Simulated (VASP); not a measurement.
Input of a VASP 6.6.1 run:

File INCAR:

```
  ALGO = Normal
  EDIFF = 1E-6
  ENCUT = 520
  GGA = PE
  ISIF = 2
  ISMEAR = 0
  LASPH = T
  LCHARG = F
  LREAL = F
  LWAVE = F
  NBANDS = 40
  NELM = 60
  PREC = Accurate
  SIGMA = 0.1
```

KPOINTS

```
k-points
0
Gamma
  8 8 8
```

The input POSCAR:

```
La2LuN3
1.0
    5.2205729033      0.0000000000      0.0000000000
    0.0000000000      5.2205729033      0.0000000000
    0.0000000000      0.0000000000      4.6286549101
La Lu N
2 1 3
Direct
    0.5000000000      0.0000000000      0.0000000000
    0.0000000000      0.5000000000      0.0000000000
    0.0000000000      0.0000000000      0.5000000000
    0.5000000000      0.0000000000      0.5000000000
    0.0000000000      0.5000000000      0.5000000000
    0.0000000000      0.0000000000      0.0000000000
```

Potentials or basis: VASP PAW PBE potentials, release 64 (La, Lu, N).

Command:

```sh
$ cat potpaw_PBE.64/La/POTCAR potpaw_PBE.64/Lu/POTCAR potpaw_PBE.64/N/POTCAR > POTCAR
$ mpirun -np 1 vasp_std > vasp.out
```

Task: Predict the pressure.

Result: 0.1 GPa.

Task: What does it give for the band gap on the k mesh?

Result: Zero (bands 31 and 32 overlap by 1.19 eV).

Stress tensor (GPa, compression positive):
```
-0.04  0.00  0.00
 0.00 -0.04  0.00
 0.00  0.00  0.24
```

Caveat: spin-orbit coupling is left out, which moves the levels of the heavy elements.
